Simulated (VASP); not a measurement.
Write the native input for VASP 6.6.1 that does the following.

```yaml
Task: single point
Functional: PBEsol
Potentials_or_basis: VASP PAW PBE potentials, release 64 (Al, Cu)
Cutoff: 520 eV
k_mesh: 10 × 10 × 14
Occupations: gaussian, width 0.15 eV
Spin: no spin polarisation
Dipole_correction: no
Further_INCAR_settings: ALGO = Fast; EDIFF = 1e-07; NBANDS = 16
```

The structure of Al2Cu lies in POSCAR:

```
Al2Cu
1.0
    4.0842078946      0.0000000000      0.0000000000
    0.0000000000      4.0842078946      0.0000000000
    0.0000000000      0.0000000000      2.8458943809
Al Cu
2 1
Direct
    0.5049764728      0.0025990588      0.5000000000
   -0.0726456654      0.4889084980      0.5000000000
    0.0287322400      0.0036058789      0.0000000000
```

This cell differs from its parent crystal: atoms displaced along several vibrational modes.

One way to write it, as run:

INCAR

```
ALGO = Fast ; EDIFF = 1E-7
ENCUT = 520 ; GGA = PS
ISIF = 2 ; ISMEAR = 0
LASPH = T ; LCHARG = T
LELF = T ; LREAL = F
LVHAR = T ; LWAVE = F
NBANDS = 16 ; NELM = 60
PREC = Accurate ; SIGMA = 0.15
```

KPOINTS

```
k-points
0
Gamma
  10 10 14
```

Potentials or basis: VASP PAW PBE potentials, release 64 (Al, Cu).

Run with:

```bash
$ cat potpaw_PBE.64/Al/POTCAR potpaw_PBE.64/Cu/POTCAR > POTCAR
$ mpirun -np 1 vasp_std > vasp.out
```

Results of the run:

* Pressure: 1.7 GPa
* Largest force: 0.952 eV/Å
* Band gap on the k mesh: zero (an odd number of electrons rules out a gap without spin polarisation)

Caveat: the cell differs from its parent crystal (atoms displaced along several vibrational modes); the PAW data sets were made with another functional, which shifts forces and pressure a little.

It took 11 min on 1 thread of Intel Xeon 8259CL, with other jobs on the host, peak memory 0.4 GiB.
